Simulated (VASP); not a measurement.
# Y2S (P6/mmm) in VASP: further runs, part 2 of 2

VASP 6.6.1. The steps go on from the part before.

## Step 4: Single point, PBE

Contents of INCAR:

```
SYSTEM = Y2S
PREC = Accurate ; ENCUT = 520
EDIFF = 1E-6 ; ISMEAR = 0
SIGMA = 0.1 ; LREAL = .False.
LASPH = .True. ; NELM = 60
ALGO = Normal ; ISIF = 2
LWAVE = .False. ; LCHARG = .False.
GGA = PE ; NBANDS = 21
```

Contents of KPOINTS:

```
Automatic mesh
0
Gamma
  6 6 6
  0 0 0
```

Contents of POSCAR:

```
Y2S
1.0
    5.0827585616      0.0000000000      0.0000000000
   -2.5413792808      4.4017980357      0.0000000000
    0.0000000000      0.0000000000      3.2487992611
Y S
2 1
Direct
    0.3333333333      0.6666666667      0.5000000000
    0.6666666667      0.3333333333      0.5000000000
    0.0000000000      0.0000000000      0.0000000000
```

Potentials or basis: VASP PAW PBE potentials, release 64 (Y_sv, S).

The run is started by

```console
$ cat potpaw_PBE.64/Y_sv/POTCAR potpaw_PBE.64/S/POTCAR > POTCAR
$ mpirun -np 1 vasp_std > vasp.out
```

OUTCAR:

```text
SYSTEM = Y2S
   PREC = Accurate
   ENCUT = 520
   EDIFF = 1E-6
   ISMEAR = 0
   LREAL = .False.
   LASPH = .True.
   NELM = 60
   ISIF = 2
   GGA = PE

 ion  position               nearest neighbor table
   1  0.333  0.667  0.500-   2 2.93   2 2.93   2 2.93   3 3.35   3 3.35   3 3.35   3 3.35   3 3.35
                             3 3.35
   2  0.667  0.333  0.500-   1 2.93   1 2.93   1 2.93   3 3.35   3 3.35   3 3.35   3 3.35   3 3.35
                             3 3.35
   3  0.000  0.000  0.000-   1 3.35   2 3.35   1 3.35   2 3.35   2 3.35   2 3.35   1 3.35   1 3.35
                             2 3.35   2 3.35   1 3.35   1 3.35

  LATTYP: Found a hexagonal cell.
 ALAT       =     5.0827585616
 C/A-ratio  =     0.6391803234

  Lattice vectors:

 A1 = (   5.0827585616,   0.0000000000,   0.0000000000)
 A2 = (  -2.5413792808,   4.4017980357,   0.0000000000)
 A3 = (   0.0000000000,   0.0000000000,   3.2487992611)

Analysis of symmetry for initial positions (statically):
=====================================================================
 Subroutine PRICEL returns:
 Original cell was already a primitive cell.

 Routine SETGRP: Setting up the symmetry group for a
 hexagonal supercell.

 Subroutine GETGRP returns: Found 24 space group operations
 (whereof 24 operations were pure point group operations)
 out of a pool of 24 trial point group operations.

The static configuration has the point symmetry D_6h.

Analysis of symmetry for dynamics (positions and initial velocities):
=====================================================================
 Subroutine PRICEL returns:
 Original cell was already a primitive cell.

 Routine SETGRP: Setting up the symmetry group for a
 hexagonal supercell.

 Subroutine GETGRP returns: Found 24 space group operations
 (whereof 24 operations were pure point group operations)
 out of a pool of 24 trial point group operations.

The dynamic configuration has the point symmetry D_6h.

[... 111 lines left out ...]
   NELECT =      28.0000    total number of electrons
   NUPDOWN=      -1.0000    fix difference up-down
   EMIN   =  10.00;   EMAX   =-10.00  energy-range for DOS
   EFERMI =   0.00;   METHOD = LEGACY
   ISMEAR =     0;   SIGMA  =   0.10  broadening in eV -4-tet -1-fermi 0-gaus
   EFERMI_NEDOS =   21; number of points for ismear=-14 and -15
   IALGO  =     38    algorithm
   IMIX   =      4    mixing-type and parameters
     AMIX     =   0.40;   BMIX     =  1.00
     AMIX_MAG =   1.60;   BMIX_MAG =  1.00
  volume/ion in A,a.u.               =      24.23       163.50
  Fermi-wavevector in a.u.,A,eV,Ry     =   1.191178  2.251000 19.305377  1.418905
  Thomas-Fermi vector in A             =   2.327246
   LORBIT       =      0    0 simple, 1 ext, 2 COOP (PROOUT), +10 PAW based schemes
   GGA     = PE    functional components
   LHFCALC =     F    Hartree Fock is set to
   AEXX    =    0.0000 exact exchange contribution
   IVDW    =     0    specifies the selected vdW correction
   LEPSILON=     F    determine dielectric tensor
   LRPA    =     F    only Hartree local field effects (RPA)
 non-spin polarized calculation
 Gauss-broadening in eV      SIGMA  =   0.10
  energy-cutoff  :      520.00
  volume of cell :       72.69
 maximum number of plane-waves:      1977
 NGX is ok and might be reduce to    40
   NGX = 19   NGY = 19   NGZ = 13

 number of electron      27.9999999 magnetization

 Free energy of the ion-electron system (eV)
  ---------------------------------------------------
  ext. energy  EPLUGINS =         0.00000000
  ---------------------------------------------------
  free energy    TOTEN  =       -16.33486717 eV

  energy without entropy =      -16.31769503  energy(sigma->0) =      -16.32628110

 E-fermi :   4.8905     XC(G=0): -10.1877

 val. band max:        4.8784881625   @ k =   0.5000   0.0000   0.0000
 cond. band min:       4.9253329409   @ k =   0.3333   0.3333   0.1667
 fundamental gap:      0.0468447784
 Fermi energy:         4.8904696182

 k-point     1 :       0.0000    0.0000    0.0000
  band No.  band energies     occupation
      1     -38.1987      2.00000
      2     -37.8801      2.00000
      3     -18.7160      2.00000
      4     -18.7160      2.00000
      5     -17.7530      2.00000
      6     -17.6552      2.00000
[... 565 lines left out ...]
     20       8.2881      0.00000
     21       9.7695      0.00000

 [... further k-points ...]
[... 5 lines left out ...]
  --------------------------------------------------------------------------------------
  -------------------------------------------------------------------------------------
  Total        0.0048350      0.0048350     -0.0061958      0.0000000      0.0000000      0.0000000
  in kB        0.1065748      0.1065748     -0.1365706      0.0000000      0.0000000      0.0000000
  external PRESSURE =       0.0255263 kB  Pullay stress =       0.0000000 kB

 VOLUME and BASIS-vectors are now :
 -----------------------------------------------------------------------------
  energy-cutoff  :      520.00
  volume of cell :       72.69
      direct lattice vectors                 reciprocal lattice vectors
     5.082758562  0.000000000  0.000000000     0.196743557  0.113589946  0.000000000
    -2.541379281  4.401798036  0.000000000     0.000000000  0.227179891  0.000000000
     0.000000000  0.000000000  3.248799261     0.000000000  0.000000000  0.307806029

 POSITION                                       TOTAL-FORCE (eV/Angst)
 -----------------------------------------------------------------------------------
     -0.00000      2.93453      1.62440        -0.000000     -0.000000      0.000000
      2.54138      1.46727      1.62440         0.000000      0.000000     -0.000000
      0.00000      0.00000      0.00000         0.000000     -0.000000      0.000000
 -----------------------------------------------------------------------------------
    total drift:                                0.000000      0.000000      0.000000

  FREE ENERGIE OF THE ION-ELECTRON SYSTEM (eV)
  ---------------------------------------------------
  free  energy   TOTEN  =       -16.3348671695 eV

  energy  without entropy=      -16.3176950263  energy(sigma->0) =      -16.32628110
```

OSZICAR:

```text
N       E                     dE             d eps       ncg     rms          rms(c)
DAV:   1     0.125951006670E+03    0.12595E+03   -0.13962E+04  1176   0.127E+03
DAV:   2    -0.531115186075E+01   -0.13126E+03   -0.12678E+03  1387   0.285E+02
DAV:   3    -0.164269621135E+02   -0.11116E+02   -0.10600E+02  2134   0.507E+01
DAV:   4    -0.169054204058E+02   -0.47846E+00   -0.47282E+00  1542   0.999E+00
DAV:   5    -0.169155514253E+02   -0.10131E-01   -0.10122E-01  1749   0.133E+00    0.244E+01
DAV:   6    -0.163530047123E+02    0.56255E+00   -0.17298E+00  1396   0.526E+00    0.173E+01
DAV:   7    -0.163283434504E+02    0.24661E-01   -0.38238E-01  1806   0.299E+00    0.456E+00
DAV:   8    -0.163355015903E+02   -0.71581E-02   -0.27898E-02  1637   0.829E-01    0.832E-01
DAV:   9    -0.163348890116E+02    0.61258E-03   -0.70313E-03  1355   0.551E-01    0.173E-01
DAV:  10    -0.163348885143E+02    0.49734E-06   -0.79493E-04  1577   0.181E-01    0.566E-02
DAV:  11    -0.163348674261E+02    0.21088E-04   -0.85999E-05  1453   0.552E-02    0.117E-02
DAV:  12    -0.163348671695E+02    0.25653E-06   -0.38406E-06  1590   0.121E-02
   1 F= -.16334867E+02 E0= -.16326281E+02  d E =-.171721E-01
```

stdout:

```text
POSCAR found type information on POSCAR Y S
 POSCAR found :  2 types and       3 ions
 scaLAPACK will be used
 LDA part: xc-table for (Slater+PW92), standard interpolation
 POSCAR, INCAR and KPOINTS ok, starting setup
 FFT: planning ... GRIDC
 FFT: planning ... GRID_SOFT
 FFT: planning ... GRID
 WAVECAR not read
 entering main loop
```

Wall time 35 s (1 thread of Intel Xeon Platinum 8259CL at 2.50GHz (Skylake/Cascade Lake), shared host); peak memory 0.21 GiB.

Results:

```
Free energy            : -16.3349 eV
Pressure               : 0.0 GPa
Band gap on the k mesh : zero (band 14 reaches 5.42 eV, above the bottom of band 15 at 4.33 eV)
```

## Step 5: Relaxation of cell and atoms, PBE

This run uses another cell than the first one, of 21.23 Å³/atom, 0.876 times its volume.

Contents of INCAR:

```
PREC = Accurate
ENCUT = 600
EDIFF = 1E-6
ISMEAR = 0
SIGMA = 0.1
LREAL = F
LASPH = T
NELM = 100
ALGO = Normal
ISIF = 3
LWAVE = F
LCHARG = F
GGA = PE
IBRION = 2
NSW = 90
EDIFFG = -0.04
```

Contents of KPOINTS:

```
regular mesh
0
Gamma
  6 6 6
```

Contents of POSCAR:

```
Y2S
1.0
    4.6296752200      0.0000000000      0.0000000000
   -2.3148376100      4.0094163500      0.0000000000
    0.0000000000      0.0000000000      3.4312579400
Y S
2 1
Direct
    0.3333333300      0.6666666700      0.5000000000
    0.6666666700      0.3333333300      0.5000000000
    0.0000000000      0.0000000000      0.0000000000
```

The run is started by

```console
$ cat potpaw_PBE.64/Y_sv/POTCAR potpaw_PBE.64/S/POTCAR > POTCAR
$ mpirun -np 1 vasp_std > vasp.out
```

It took 2.7 min on 1 thread of Intel Xeon Platinum 8259CL at 2.50GHz (Skylake/Cascade Lake), shared host; peak memory 0.23 GiB.

It converged, with:

* Free energy: -16.3339 eV
* Relaxed volume: 24.23 Å³/atom
* Relaxed cell: a = 5.080 Å, b = 5.080 Å, c = 3.253 Å, α = 90.00°, β = 90.00°, γ = 120.00°
* Space group after relaxing (to 0.05 Å): P6/mmm (No. 191)
* Energy gained by relaxing: 184.5 meV/atom
* Ionic steps: 5
* Pressure after relaxing: 0.0 GPa
* Band gap on the k mesh: zero (band 14 reaches 5.42 eV, above the bottom of band 15 at 4.33 eV)

Stress tensor (GPa, compression positive):
```
 0.09  0.00  0.00
 0.00  0.09  0.00
 0.00  0.00 -0.23
```

The path:
```tsv
step	energy change (eV)	largest force (eV/Å)	pressure (GPa)	volume (Å³)
1	0.0000	0.0000	5.90	63.69
2	-0.5437	0.0000	0.89	70.77
3	-0.5513	0.0000	0.53	71.91
4	-0.5516	0.0000	0.58	71.74
5	-0.5535	0.0000	-0.02	72.70
```

Final structure:
```cif
data_structure
_symmetry_space_group_name_H-M 'P 1'
_symmetry_Int_Tables_number 1
_cell_length_a 5.0799
_cell_length_b 5.0799
_cell_length_c 3.2533
_cell_angle_alpha 90.000
_cell_angle_beta 90.000
_cell_angle_gamma 120.000
_cell_volume 72.70
loop_
_atom_site_label
_atom_site_type_symbol
_atom_site_fract_x
_atom_site_fract_y
_atom_site_fract_z
_atom_site_occupancy
Y1 Y 0.33333 0.66667 0.50000 1
Y2 Y 0.66667 0.33333 0.50000 1
S1 S 0.00000 0.00000 0.00000 1
```

Levels at points of the mesh, in eV from the Fermi level:
```
           k point  band 10  band 11  band 12  band 13  band 14  band 15  band 16  band 17  band 18
(0.00, 0.00, 0.00)    -4.12    -4.12    -2.42    -0.64    -0.46     0.42     1.06     1.06     2.76
(0.50, 0.00, 0.00)    -5.17    -3.92    -1.58    -0.89    -0.31    -0.01     0.22     1.83     2.34
(0.00, 0.00, 0.50)    -5.27    -3.21    -3.21    -1.32    -1.32     0.88     0.88     1.47     1.93
(0.50, 0.00, 0.50)    -4.78    -4.03    -3.57    -0.50    -0.12     0.31     0.35     1.04     2.33
```

## Step 6: Summary

```tsv
task	cell	k mesh	cutoff (eV)	gap on the mesh (eV)	pressure (GPa)	relaxed volume (Å³/atom)
relaxation of cell and atoms	relaxed from a = 5.083, b = 5.083, c = 3.249 Å, angles 90.0, 90.0, 120.0°, 3 atoms	12 × 12 × 14	600	none	0.0	24.11
single point	a = 4.630, b = 4.630, c = 3.431 Å, angles 90.0, 90.0, 120.0°, 3 atoms	6 × 6 × 6	520	none	5.9	-
single point	a = 5.083, b = 5.083, c = 3.249 Å, angles 90.0, 90.0, 120.0°, 3 atoms	6 × 6 × 6	520	none	0.0	-
relaxation of cell and atoms	relaxed from a = 4.630, b = 4.630, c = 3.431 Å, angles 90.0, 90.0, 120.0°, 3 atoms	6 × 6 × 6	600	none	0.0	24.23
```

Alike in all rows: level PBE; potentials or basis VASP PAW PBE potentials, release 64 (Y_sv, S); no spin polarisation; smearing gaussian 0.1 eV.

Absolute energies hang on the potentials; compare differences alone.
